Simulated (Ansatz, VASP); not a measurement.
## Two plane-wave programs on C13O

```xyz
14
Lattice="4.9292 0.0000 0.0000 0.6166 3.5587 0.0000 0.0000 0.0000 23.5476" Properties=species:S:1:pos:R:3 pbc="T T T"
C     1.8494    0.5337    4.0000
C     4.3140    0.5337    4.0000
C     0.6172    0.7472    4.6790
C     3.0818    0.7472    4.6790
C     0.6180    1.1741    6.0367
C     3.0827    1.1741    6.0367
C     1.8504    1.3861    6.6976
C     4.3150    1.3861    6.6976
C     1.8509    1.8485    8.1117
C     4.3155    1.8485    8.1117
C     0.6187    2.0567    8.6976
C     3.0833    2.0567    8.6976
C     1.3890    2.9463   12.9476
O     1.3890    2.9463   11.7976
```

Alike in both runs: task single point; functional PBE; dispersion D3(BJ); k mesh 6 × 8 × 1; occupations gaussian, width 0.05 eV; no spin polarisation.

|  | VASP | Ansatz |
| --- | --- | --- |
| version | VASP 6.6.1 | Ansatz 0.2.0 |
| potentials or method | VASP PAW PBE potentials, release 64 (C, O), cutoff 520 eV | scalar-relativistic, plane waves, PAW |
| valence electrons in the cell | 58 | 58 |

|  | VASP | Ansatz | Ansatz less VASP |
| --- | --- | --- | --- |
| gap on the k mesh at the Fermi level (eV) | none | none | - |
| rms of the force components (eV/Å) | 0.897 | 0.949 | +0.0522 |
| work function, face that differs most (eV) | 6.49 | 6.54 | +0.045 |

A gap of «none» marks a metal or a gap that the smearing closes.

Noted on VASP's run: the standard files for N, O and F lose accuracy on very short bonds.
